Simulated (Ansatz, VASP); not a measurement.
# CdS: VASP beside Ansatz

POSCAR

```
CdS
1.0
    0.0000000000      2.7269062253      2.7269062253
    2.7269062253      0.0000000000      2.7269062253
    2.7269062253      2.7269062253      0.0000000000
Cd S
1 1
Direct
   -0.0021230927      0.0021230927      0.0148616487
    0.5074443337      0.4925556663      0.4478896639
```

INCAR.step1

```
ALGO = Normal
EDIFF = 1E-4
ENCUT = 520
GGA = PE
ISMEAR = 0
LASPH = T
LCHARG = F
LREAL = F
LWAVE = T
NBANDS = 16
NELM = 60
PREC = Accurate
SIGMA = 0.05
```

File INCAR.step2:

```
ALGO = Normal
EDIFF = 1E-6
ENCUT = 520
ISIF = 2
ISMEAR = 0
ISTART = 1
LASPH = T
LCHARG = T
LELF = T
LMIXTAU = T
LREAL = F
LVHAR = T
LWAVE = F
METAGGA = R2SCAN
NBANDS = 16
NELM = 60
PREC = Accurate
SIGMA = 0.05
```

The input KPOINTS:

```
k-points
0
Gamma
  8 8 8
```

Input for Ansatz:

```yaml
crystal:
  lattice:
    - [0.0, 2.7269062253, 2.7269062253]
    - [2.7269062253, 0.0, 2.7269062253]
    - [2.7269062253, 2.7269062253, 0.0]
  atoms:
    - { symbol: Cd, position: [-0.0021230927, 0.0021230927, 0.0148616487] }
    - { symbol: S, position: [0.5074443337, 0.4925556663, 0.4478896639] }
basis:
  ecutwfc: 500
kpoints:
  mp_grid: { grid: [8, 8, 8] }
hamiltonian:
  xc: r2scan
scf:
  occupations: { method: gaussian, width: 0.05 }
output:
  forces: true
  stress: true
  eigenvalues: true
```

Change from the starting cell: mode 4 frozen in at -0.162 Å and mode 5 at -0.122 Å (largest displacements).

Alike in both runs: task single point; functional r2SCAN; k mesh 8 × 8 × 8; occupations gaussian, width 0.05 eV; no spin polarisation.

|  | VASP | Ansatz |
| --- | --- | --- |
| version | VASP 6.6.1 | Ansatz 0.2.0 |
| potentials or method | VASP PAW PBE potentials, release 64 (Cd, S), cutoff 520 eV | scalar-relativistic, plane waves, PAW |
| valence electrons in the cell | 18 | 26 |

|  | VASP | Ansatz | Ansatz less VASP |
| --- | --- | --- | --- |
| gap on the k mesh at the Fermi level (eV) | 0.86 | 0.89 | +0.025 |
| least direct gap on the mesh (eV) | 2.24 | 2.27 | +0.032 |
| pressure (GPa) | 2.5 | 2.0 | -0.50 |
| traceless stress, the component that is largest in VASP (GPa) | -2.40 | -2.34 | +0.057 |
| rms of the force components (eV/Å) | 0.336 | 0.323 | -0.0131 |

VASP's potentials were made for PBE, not for r2SCAN. Atom by atom the forces differ by 0.013 eV/Å (rms over components). VASP's potentials hold 18 valence electrons a cell and Ansatz's 26, so a difference there can come from the potentials and not from the codes.
